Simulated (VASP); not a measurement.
Wanted: the native input for a VASP 6.6.1 run.

| Item | Value |
| --- | --- |
| Task | single point |
| Functional | PBE |
| Potentials or basis | VASP PAW PBE potentials, release 64 (Hf_pv, Sn_d, Se) |
| Cutoff | 520 eV |
| k mesh | 3 × 3 × 4 |
| Occupations | gaussian, width 0.1 eV |
| Spin | no spin polarisation |
| Dipole correction | no |
| Further INCAR settings | ALGO = Normal; EDIFF = 1e-06; NBANDS = 47 |

The structure of HfSn2Se6 lies in POSCAR:

```
HfSn2Se6
1.0
    6.6873682000      0.0000000000      0.0000000000
   -3.3436841000      5.7914308000      0.0000000000
    0.0000000000      0.0000000000      7.0982450000
Hf Sn Se
1 2 6
Direct
    0.0000000000      0.0000000000      0.0000000000
    0.6666667000      0.3333333000      0.0000000000
    0.3333333000      0.6666667000      0.0000000000
    0.3304010000      0.3304010000      0.7765390000
    0.0000000000      0.6695990000      0.7765390000
    0.6695990000      0.0000000000      0.7765390000
    0.0000000000      0.3304010000      0.2234610000
    0.6695990000      0.6695990000      0.2234610000
    0.3304010000      0.0000000000      0.2234610000
```

One way to write it, as run:

INCAR

```
ALGO = Normal ; EDIFF = 1E-6
ENCUT = 520 ; GGA = PE
ISIF = 2 ; ISMEAR = 0
LASPH = T ; LCHARG = F
LREAL = F ; LWAVE = F
NBANDS = 47 ; NELM = 60
PREC = Accurate ; SIGMA = 0.1
```

KPOINTS

```
k-points
0
Gamma
  3 3 4
```

Potentials or basis: VASP PAW PBE potentials, release 64 (Hf_pv, Sn_d, Se).

Command:

```console
$ cat potpaw_PBE.64/Hf_pv/POTCAR potpaw_PBE.64/Sn_d/POTCAR potpaw_PBE.64/Se/POTCAR > POTCAR
$ mpirun -np 1 vasp_std > vasp.out
```

Results of the run:

```
Pressure               : -0.1 GPa
Largest force          : 0.019 eV/Å
Band gap on the k mesh : 0.57 eV
```

Caveat: semilocal functionals underestimate gaps, and a narrow one can read as zero; spin-orbit coupling is left out, which moves the levels of the heavy elements; this functional lacks dispersion, which binds layers or chains, so the pressure and a relaxed spacing across them are unreliable.

It took 110 s on 1 thread of Intel(R) Xeon(R) Platinum 8488C (Sapphire Rapids) (shared host), peak memory 0.41 GiB.
